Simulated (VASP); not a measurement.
**AlRu: single point with PBE**

AlRu:

```xyz
2
Lattice="3.0041 0.0000 0.0000 0.0000 3.0041 0.0000 0.0000 0.0000 3.0041" Properties=species:S:1:pos:R:3 pbc="T T T"
Al    0.0000    0.0000    0.0000
Ru    1.5020    1.5020    1.4020
```

This cell differs from its parent crystal: all Ru atoms moved -0.100 Å, as atom 2 along Cartesian [0 0 1].

```
Program             : VASP 6.6.1
Task                : single point
Functional          : PBE
Potentials or basis : VASP PAW PBE potentials, release 64 (Al, Ru_pv)
Cutoff              : 520 eV
k mesh              : 20 × 20 × 20
Occupations         : gaussian, width 0.15 eV
Spin                : no spin polarisation
```

| Quantity | Value |
| --- | --- |
| Pressure | 0.7 GPa |
| Largest force | 0.745 eV/Å |
| Band gap on the k mesh | zero (an odd number of electrons rules out a gap without spin polarisation) |

Forces on the atoms (eV/Å):
```
Al   0.000  0.000 -0.745
Ru   0.000  0.000  0.745
```

Stress tensor (GPa, compression positive):
```
0.91 0.00 0.00
0.00 0.91 0.00
0.00 0.00 0.16
```

Levels at points of the mesh, in eV from the Fermi level:
| k point | band 5 | band 6 | band 7 | band 8 | band 9 | band 10 | band 11 | band 12 | band 13 | band 14 |
| --- | --- | --- | --- | --- | --- | --- | --- | --- | --- | --- |
| (0.00, 0.00, 0.00) | -3.50 | -3.50 | 0.17 | 0.18 | 0.18 | 6.04 | 6.04 | 6.05 | 10.92 | 10.94 |
| (0.50, 0.00, 0.00) | -5.45 | -2.71 | -1.59 | -1.56 | 0.42 | 2.25 | 7.46 | 11.00 | 11.03 | 12.28 |
| (0.00, 0.00, 0.50) | -5.40 | -2.72 | -1.57 | -1.57 | 0.41 | 2.26 | 7.50 | 10.95 | 10.95 | 12.61 |
| (0.50, 0.50, 0.00) | -2.99 | -1.46 | -1.46 | -1.01 | -1.01 | 1.51 | 5.23 | 6.07 | 10.61 | 14.27 |
| (0.00, 0.50, 0.50) | -3.03 | -1.35 | -1.31 | -1.16 | -1.14 | 1.51 | 5.25 | 6.10 | 10.53 | 12.14 |
| (0.50, 0.50, 0.50) | -4.55 | -4.55 | 1.60 | 1.60 | 2.49 | 4.10 | 4.10 | 4.14 | 8.44 | 8.44 |

Run time: 68 s on 1 thread of Intel(R) Xeon(R) 6975P-C (Granite Rapids) (shared host), peak memory 0.39 GiB.

Caveat: the cell differs from its parent crystal (all Ru atoms moved -0.100 Å, as atom 2 along Cartesian [0 0 1]).
